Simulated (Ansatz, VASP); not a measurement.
LiF in VASP and in Ansatz

```
Li F
1.0
     0.00000    1.95445    1.95445
     1.95445    0.00000    1.95445
     1.95445    1.95445    0.00000
Li F
1 1
Direct
  0.00000 0.00000 0.00000
  0.50000 0.50000 0.50000
```

Alike in both runs: functional LDA; k mesh 10 × 10 × 10; occupations methfessel-paxton of order 1, width 0.15 eV; no spin polarisation.

Ansatz relaxed the structure, and its values are those at the end. VASP's run is a single point on that final structure, the one shown.

```csv
,VASP,Ansatz
version,VASP 6.6.1,Ansatz 0.2.0
potentials or method,"VASP PAW LDA potentials, release 64 (Li_sv, F)","PAW with Ansatz's default frozen-core files, scalar-relativistic"
plane-wave cutoff (eV),520,420
valence electrons in the cell,10,10
```

```tsv
	VASP	Ansatz	Ansatz less VASP
gap on the k mesh at the Fermi level (eV)	9.69	9.70	+0.008
```

LDA's correlation is that of Perdew and Zunger in VASP and of Perdew and Wang (1992) in Ansatz.

Noted on VASP's run: the cutoff is under 1.25 times that of the potentials, so the pressure is a little rough.
